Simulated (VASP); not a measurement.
# CO2 (P4_12_12) in VASP: relaxation of cell and atoms with PBE+D3(BJ)

Aim: the relaxation of cell and atoms of CO2 with PBE+D3(BJ).

All numbers are computed with VASP 6.6.1; they aren't measurements. Logs are shortened: lines on timing, memory, paths and dates and some standing lists are left out, and cuts for length are marked.

### Step 1. The cell of the first run

Symmetry: P4_12_12, No. 92, tetragonal system. The conventional cell has a = 5.069 Å, b = 5.069 Å, c = 7.232 Å, α = 90.00°, β = 90.00°, γ = 90.00°. C (site symmetry 2) has 2 O at 1.17 Å within 1.6 Å. Within 1.6 Å of O (site symmetry 1) lie 1 C at 1.17 Å.

### Step 2. Relaxation of cell and atoms, PBE+D3(BJ)

The input, INCAR:

```
SYSTEM = CO2
ALGO = Normal
EDIFF = 1E-6
EDIFFG = -0.02
ENCUT = 600
GGA = PE
IBRION = 2
ISIF = 3
ISMEAR = 0
IVDW = 12
LASPH = .True.
LCHARG = .False.
LREAL = .False.
LWAVE = .False.
NELM = 60
NSW = 90
PREC = Accurate
SIGMA = 0.02
```

The input, KPOINTS:

```
k-points
0
Gamma
  4 4 4
  0 0 0
```

The input, POSCAR:

```
CO2
1.0
    5.0693110000      0.0000000000      0.0000000000
    0.0000000000      5.0693110000      0.0000000000
    0.0000000000      0.0000000000      7.2320250000
C O
4 8
Direct
    0.9887920000      0.0112080000      0.7500000000
    0.0112080000      0.9887920000      0.2500000000
    0.5112080000      0.5112080000      0.5000000000
    0.4887920000      0.4887920000      0.0000000000
    0.6749860000      0.3476070000      0.4926710000
    0.3250140000      0.6523930000      0.9926710000
    0.8476070000      0.8250140000      0.2426710000
    0.1523930000      0.1749860000      0.7426710000
    0.6523930000      0.3250140000      0.0073290000
    0.3476070000      0.6749860000      0.5073290000
    0.8250140000      0.8476070000      0.7573290000
    0.1749860000      0.1523930000      0.2573290000
```

Potentials or basis: VASP PAW PBE potentials, release 64 (C, O).

Launch:

```
cat potpaw_PBE.64/C/POTCAR potpaw_PBE.64/O/POTCAR > POTCAR
mpirun -np 1 vasp_std > vasp.out
```

OUTCAR:

```text
SYSTEM = CO2
   EDIFF = 1E-6
   EDIFFG = -0.02
   ENCUT = 600
   GGA = PE
   IBRION = 2
   ISIF = 3
   ISMEAR = 0
   IVDW = 12
   LASPH = .True.
   LREAL = .False.
   NELM = 60
   NSW = 90
   PREC = Accurate
 IVDW          = 12

 ion  position               nearest neighbor table
   1  0.989  0.011  0.750-   8 1.17  11 1.17
   2  0.011  0.989  0.250-   7 1.17  12 1.17
   3  0.511  0.511  0.500-   5 1.17  10 1.17
   4  0.489  0.489  0.000-   6 1.17   9 1.17
   5  0.675  0.348  0.493-   3 1.17
   6  0.325  0.652  0.993-   4 1.17
   7  0.848  0.825  0.243-   2 1.17
   8  0.152  0.175  0.743-   1 1.17
   9  0.652  0.325  0.007-   4 1.17
  10  0.348  0.675  0.507-   3 1.17
  11  0.825  0.848  0.757-   1 1.17
  12  0.175  0.152  0.257-   2 1.17

  LATTYP: Found a simple tetragonal cell.
 ALAT       =     5.0693110000
 C/A-ratio  =     1.4266287864

  Lattice vectors:

 A1 = (   5.0693110000,   0.0000000000,   0.0000000000)
 A2 = (   0.0000000000,   5.0693110000,   0.0000000000)
 A3 = (   0.0000000000,   0.0000000000,   7.2320250000)

Analysis of symmetry for initial positions (statically):
=====================================================================
 Subroutine PRICEL returns:
 Original cell was already a primitive cell.

 Routine SETGRP: Setting up the symmetry group for a
 simple tetragonal supercell.

 Subroutine GETGRP returns: Found  8 space group operations
 (whereof  2 operations were pure point group operations)
 out of a pool of 16 trial point group operations.

The static configuration has the point symmetry C_2 .
 The point group associated with its full space group is D_4 .

Analysis of symmetry for dynamics (positions and initial velocities):
=====================================================================
 Subroutine PRICEL returns:
 Original cell was already a primitive cell.

 Routine SETGRP: Setting up the symmetry group for a
 simple tetragonal supercell.

 Subroutine GETGRP returns: Found  8 space group operations
 (whereof  2 operations were pure point group operations)
 out of a pool of 16 trial point group operations.

The dynamic configuration has the point symmetry C_2 .
 The point group associated with its full space group is D_4 .

 Subroutine INISYM returns: Found  8 space group operations
 (whereof  2 operations are pure point group operations),
 and found     1 'primitive' translations

----------------------------------------------------------------------------------------

                                     Primitive cell
[... 93 lines left out ...]
   NGXF,Y,Z  is equivalent  to a cutoff of  26.24, 26.24, 27.58 a.u.
 SYSTEM =  CO2
   PREC   = accura    normal or accurate (medium, high low for compatibility)
   ISTART =      0    job   : 0-new  1-cont  2-samecut
   ICHARG =      2    charge: 1-file 2-atom 10-const
   ISPIN  =      1    spin polarized calculation?
   LNONCOLLINEAR =      F non collinear calculations
   LSORBIT =      F    spin-orbit coupling
   LASPH  =      T    aspherical Exc in radial PAW
   ENCUT  =  600.0 eV  44.10 Ry    6.64 a.u.  10.12 10.12 14.44*2*pi/ulx,y,z
   NELM   =     60;   NELMIN=  2; NELMDL= -5     # of ELM steps
   EDIFF  = 0.1E-05   stopping-criterion for ELM
   LREAL  =      F    real-space projection
   EDIFFG = -.2E-01   stopping-criterion for IOM
   NSW    =     90    number of steps for IOM
   IBRION =      2    ionic relax: 0-MD 1-quasi-New 2-CG
   NFREE  =      1    steps in history (QN), initial steepest desc. (CG)
   ISIF   =      3    stress and relaxation
   ISYM   =      2    0-nonsym 1-usesym 2-fastsym
   POTIM  = 0.5000    time-step for ionic-motion
   TEBEG  =    0.0;   TEEND  =   0.0 temperature during run
   PSTRESS=    0.0 pullay stress
   NELECT =      64.0000    total number of electrons
   NUPDOWN=      -1.0000    fix difference up-down
   EMIN   =  10.00;   EMAX   =-10.00  energy-range for DOS
   EFERMI =   0.00;   METHOD = LEGACY
   ISMEAR =     0;   SIGMA  =   0.02  broadening in eV -4-tet -1-fermi 0-gaus
   EFERMI_NEDOS =   21; number of points for ismear=-14 and -15
   IALGO  =     38    algorithm
   IMIX   =      4    mixing-type and parameters
     AMIX     =   0.40;   BMIX     =  1.00
     AMIX_MAG =   1.60;   BMIX_MAG =  1.00
  volume/ion in A,a.u.               =      15.49       104.51
  Fermi-wavevector in a.u.,A,eV,Ry     =   1.147490  2.168442 17.915243  1.316733
  Thomas-Fermi vector in A             =   2.284170
   LORBIT       =      0    0 simple, 1 ext, 2 COOP (PROOUT), +10 PAW based schemes
   GGA     = PE    functional components
   LHFCALC =     F    Hartree Fock is set to
   AEXX    =    0.0000 exact exchange contribution
   IVDW    =    12    specifies the selected vdW correction
   LEPSILON=     F    determine dielectric tensor
   LRPA    =     F    only Hartree local field effects (RPA)
 conjugate gradient relaxation of ions
 non-spin polarized calculation
 Gauss-broadening in eV      SIGMA  =   0.02
  energy-cutoff  :      600.00
  volume of cell :      185.85
 maximum number of plane-waves:      6228
   NGX = 21   NGY = 21   NGZ = 29

--------------------------------------- Ionic step        1  -------------------------------------------

 number of electron      64.0000016 magnetization

 Free energy of the ion-electron system (eV)
  ---------------------------------------------------
  ext. energy  EPLUGINS =         0.00000000
  ---------------------------------------------------
  free energy    TOTEN  =       -92.08180254 eV

  energy without entropy =      -92.08180254  energy(sigma->0) =      -92.08180254

------------------------ aborting loop because EDIFF is reached ----------------------------------------

 Edisp (eV)   -0.79091

 E8    (eV) :    -0.2010
[... 135 lines left out ...]
  FREE ENERGIE OF THE ION-ELECTRON SYSTEM (eV)
  ---------------------------------------------------
  free  energy   TOTEN  =       -92.8730757601 eV

  energy  without entropy=      -92.8730757601  energy(sigma->0) =      -92.87307576

[... ionic steps 4 to 35 ...]

--------------------------------------- Ionic step       36  -------------------------------------------

 number of electron      64.0000019 magnetization

------------------------ aborting loop because EDIFF is reached ----------------------------------------
[... 95 lines left out ...]
--------------------------------------- Ionic step       38  -------------------------------------------

 number of electron      64.0000013 magnetization

 Free energy of the ion-electron system (eV)
  ---------------------------------------------------
  ext. energy  EPLUGINS =         0.00000000
  ---------------------------------------------------
  free energy    TOTEN  =       -92.13533403 eV

  energy without entropy =      -92.13533403  energy(sigma->0) =      -92.13533403

 E-fermi :  -3.6514     XC(G=0):  -7.7178

 val. band max:       -3.7536962527   @ k =   0.0000   0.0000   0.0000
 cond. band min:       2.8239646410   @ k =   0.0000   0.0000   0.0000
 fundamental gap:      6.5776608937
 Fermi energy:        -3.6514045286

 k-point     1 :       0.0000    0.0000    0.0000
  band No.  band energies     occupation
      1     -24.3070      2.00000
      2     -24.1624      2.00000
      3     -24.1624      2.00000
      4     -24.0382      2.00000
      5     -23.1529      2.00000
      6     -23.1529      2.00000
[... 788 lines left out ...]
  FREE ENERGIE OF THE ION-ELECTRON SYSTEM (eV)
  ---------------------------------------------------
  free  energy   TOTEN  =       -92.9406231573 eV

  energy  without entropy=      -92.9406231573  energy(sigma->0) =      -92.94062316

 reached required accuracy - stopping structural energy minimisation
```

OSZICAR:

```text
N       E                     dE             d eps       ncg     rms          rms(c)
DAV:   1     0.484652725475E+03    0.48465E+03   -0.36366E+04  1412   0.166E+03
DAV:   2    -0.606865251928E+02   -0.54534E+03   -0.53416E+03  1864   0.365E+02
DAV:   3    -0.977713347406E+02   -0.37085E+02   -0.36913E+02  1635   0.103E+02
DAV:   4    -0.984238030981E+02   -0.65247E+00   -0.65091E+00  1796   0.141E+01
[... 309 lines left out ...]
DAV:   2    -0.921355416742E+02   -0.98363E-03   -0.21528E-02  1697   0.851E-01    0.115E-01
DAV:   3    -0.921353738951E+02    0.16778E-03   -0.54771E-04  1753   0.140E-01    0.550E-02
DAV:   4    -0.921353315361E+02    0.42359E-04   -0.15653E-04  1681   0.821E-02    0.130E-02
DAV:   5    -0.921353334995E+02   -0.19634E-05   -0.22572E-05  1643   0.281E-02    0.690E-03
DAV:   6    -0.921353340268E+02   -0.52728E-06   -0.25107E-06  1209   0.925E-03
  38 F= -.92940623E+02 E0= -.92940623E+02  d E =-.764271E-03
```

CONTCAR:

```text
CO2
   1.00000000000000
     4.7552543477603422    0.0000000000000000   -0.0000000000000000
    -0.0000000000000000    4.7552543477603422    0.0000000000000000
    -0.0000000000000000   -0.0000000000000000    8.0705144268273035
  C               O
     4     8
Direct
     0.9994004571602196    0.0005995428397802    0.7500000000000000
     0.0005995428397802    0.9994004571602196    0.2500000000000000
     0.5005995428397804    0.5005995428397804    0.5000000000000000
     0.4994004571602197    0.4994004571602197    0.0000000000000000
     0.6752065855452763    0.3259489092759893    0.5007787776258570
     0.3247934144547236    0.6740510907240104    0.0007787776258569
     0.8259489092759896    0.8247934144547237    0.2507787776258568
     0.1740510907240105    0.1752065855452765    0.7507787776258570
     0.6740510907240104    0.3247934144547236    0.9992212223741430
     0.3259489092759893    0.6752065855452763    0.4992212223741433
     0.8247934144547237    0.8259489092759896    0.7492212223741430
     0.1752065855452765    0.1740510907240105    0.2492212223741432

  0.00000000E+00  0.00000000E+00  0.00000000E+00
  0.00000000E+00  0.00000000E+00  0.00000000E+00
  0.00000000E+00  0.00000000E+00  0.00000000E+00
  0.00000000E+00  0.00000000E+00  0.00000000E+00
  0.00000000E+00  0.00000000E+00  0.00000000E+00
  0.00000000E+00  0.00000000E+00  0.00000000E+00
  0.00000000E+00  0.00000000E+00  0.00000000E+00
  0.00000000E+00  0.00000000E+00  0.00000000E+00
  0.00000000E+00  0.00000000E+00  0.00000000E+00
  0.00000000E+00  0.00000000E+00  0.00000000E+00
  0.00000000E+00  0.00000000E+00  0.00000000E+00
  0.00000000E+00  0.00000000E+00  0.00000000E+00
```

Wall time 44 min (1 thread of Oxide Virtual Turin-like, shared host); peak memory 0.35 GiB.

What came out:

```
Free energy                           : -92.9406 eV
Relaxed volume                        : 15.21 Å³/atom
Relaxed cell                          : a = 4.755 Å, b = 4.755 Å, c = 8.071 Å, α = 90.00°, β = 90.00°, γ = 90.00°
Space group after relaxing (to 0.1 Å) : P4_2/mnm (No. 136)
Energy gained by relaxing             : 5.7 meV/atom
Ionic steps                           : 38
Pressure after relaxing               : 0.0 GPa
Largest force after relaxing          : 0.011 eV/Å
Band gap on the k mesh                : 6.58 eV
Dispersion energy per atom            : -0.067 eV
```

Forces in eV/Å, atoms in the order of the input:
```
C    0.001 -0.001  0.000
C   -0.001  0.001  0.000
C   -0.001 -0.001  0.000
C    0.001  0.001  0.000
O   -0.008  0.006 -0.004
O    0.008 -0.006 -0.004
O    0.006  0.008 -0.004
O   -0.006 -0.008 -0.004
O   -0.006  0.008  0.004
O    0.006 -0.008  0.004
O    0.008  0.006  0.004
O   -0.008 -0.006  0.004
```

Step by step:
| step | energy change (eV) | largest force (eV/Å) | pressure (GPa) | volume (Å³) |
| --- | --- | --- | --- | --- |
| 1 | 0.0000 | 0.0502 | -0.14 | 185.85 |
| 2 | 0.0029 | 0.3536 | 0.90 | 185.49 |
| 3 | -0.0004 | 0.0682 | 0.11 | 185.76 |
| 4 | -0.0017 | 0.0668 | 0.10 | 185.77 |
| 5 | -0.0057 | 0.0602 | 0.10 | 185.79 |
| 6 | -0.0130 | 0.0492 | 0.07 | 185.81 |
| 7 | -0.0255 | 0.0826 | 0.00 | 185.79 |
| 8 | -0.0434 | 0.1505 | -0.15 | 185.52 |
| 9 | -0.0463 | 0.2809 | -0.71 | 184.04 |
| 10 | -0.0514 | 0.2028 | -0.14 | 185.03 |
| 11 | -0.0543 | 0.1710 | -0.01 | 184.96 |
| 12 | -0.0593 | 0.1650 | 0.37 | 184.75 |
| 13 | -0.0543 | 0.4340 | 1.07 | 184.24 |
| 14 | -0.0598 | 0.2432 | 0.57 | 184.63 |
| 15 | -0.0612 | 0.1756 | 0.39 | 184.67 |
| 16 | -0.0624 | 0.0479 | 0.00 | 184.75 |
| 17 | -0.0624 | 0.0524 | 0.03 | 184.74 |
| 18 | -0.0625 | 0.0451 | 0.00 | 184.74 |
| 19 | -0.0627 | 0.0317 | -0.07 | 184.75 |
| 20 | -0.0627 | 0.0597 | -0.20 | 184.76 |
| 21 | -0.0628 | 0.0389 | -0.15 | 184.75 |
| 22 | -0.0630 | 0.0294 | -0.06 | 184.69 |
| 23 | -0.0630 | 0.0444 | 0.02 | 184.63 |
| 24 | -0.0632 | 0.0369 | -0.01 | 184.59 |
| 25 | -0.0636 | 0.0390 | -0.10 | 184.47 |
| 26 | -0.0638 | 0.0943 | -0.28 | 184.24 |
| 27 | -0.0638 | 0.0704 | -0.22 | 184.32 |
| 28 | -0.0639 | 0.0664 | -0.21 | 184.29 |
| 29 | -0.0641 | 0.0636 | -0.17 | 184.20 |
| 30 | -0.0645 | 0.0709 | -0.09 | 184.03 |
| 31 | -0.0648 | 0.0856 | 0.07 | 183.68 |
| 32 | -0.0651 | 0.0817 | 0.04 | 183.63 |
| 33 | -0.0659 | 0.0690 | -0.03 | 183.46 |
| 34 | -0.0669 | 0.0630 | -0.17 | 183.13 |
| 35 | -0.0664 | 0.1893 | -0.50 | 182.46 |
| 36 | -0.0672 | 0.1009 | -0.29 | 182.91 |
| 37 | -0.0674 | 0.0777 | -0.21 | 182.80 |
| 38 | -0.0679 | 0.0111 | 0.00 | 182.49 |

Final structure:
```xyz
12
Lattice="4.7553 0.0000 0.0000 0.0000 4.7553 0.0000 0.0000 0.0000 8.0705" Properties=species:S:1:pos:R:3 pbc="T T T"
C     4.7524    0.0029    6.0529
C     0.0029    4.7524    2.0176
C     2.3805    2.3805    4.0353
C     2.3748    2.3748    0.0000
O     3.2108    1.5500    4.0415
O     1.5445    3.2053    0.0063
O     3.9276    3.9221    2.0239
O     0.8277    0.8332    6.0592
O     3.2053    1.5445    8.0642
O     1.5500    3.2108    4.0290
O     3.9221    3.9276    6.0466
O     0.8332    0.8277    2.0113
```

A k mesh can miss the band edges.
